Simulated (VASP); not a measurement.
KYTl2F6: single point with r2SCAN

Crystal: KYTl2F6.

```
F K Y Tl
1.0
     0.00000    4.49252    4.49252
     4.49252    0.00000    4.49252
     4.49252    4.49252    0.00000
F K Y Tl
6 1 1 2
Direct
  0.77500 0.22500 0.22500
  0.22500 0.77500 0.22500
  0.22500 0.77500 0.77500
  0.77500 0.22500 0.77500
  0.22500 0.22500 0.77500
  0.77500 0.77500 0.22500
  0.50000 0.50000 0.50000
  0.00000 0.00000 0.00000
  0.25000 0.25000 0.25000
  0.75000 0.75000 0.75000
```

| Quantity | Value |
| --- | --- |
| Program | VASP 6.6.1 |
| Task | single point |
| Functional | r2SCAN |
| Potentials or basis | VASP PAW PBE potentials, release 64 (F, K_sv, Y_sv, Tl_d) |
| Cutoff | 520 eV |
| k mesh | 5 × 5 × 5 |
| Occupations | methfessel-paxton, width 0.029 eV |
| Spin | no spin polarisation |

| Property | Result |
| --- | --- |
| Pressure | 10.2 GPa |
| Largest force | 2.569 eV/Å |
| Band gap on the k mesh | 5.33 eV |

Forces in eV/Å, atoms in the order of the input:
```
F    2.569  0.000  0.000
F    0.000  2.569  0.000
F   -2.569  0.000  0.000
F    0.000 -2.569  0.000
F    0.000  0.000  2.569
F    0.000  0.000 -2.569
K    0.000  0.000  0.000
Y    0.000  0.000  0.000
Tl   0.000  0.000  0.000
Tl   0.000  0.000  0.000
```

Levels at points of the mesh, in eV from the valence-band top:
| k point | band 41 | band 42 | band 43 | band 44 | band 45 | band 46 | band 47 | band 48 |
| --- | --- | --- | --- | --- | --- | --- | --- | --- |
| (0.00, 0.00, 0.00) | -0.64 | -0.40 | -0.40 | -0.40 | 6.96 | 6.96 | 6.96 | 8.41 |

Run time: 8.6 min on 1 thread of Intel(R) Xeon(R) Platinum 8488C (Sapphire Rapids), on a shared host, peak memory 0.43 GiB.

Caveat: the cell stands under pressure; the PAW data sets were made with another functional, which shifts forces and pressure a little; spin-orbit coupling is left out, which moves the levels of the heavy elements; an odd mesh through Γ misses points on the zone boundary, where band edges can lie.
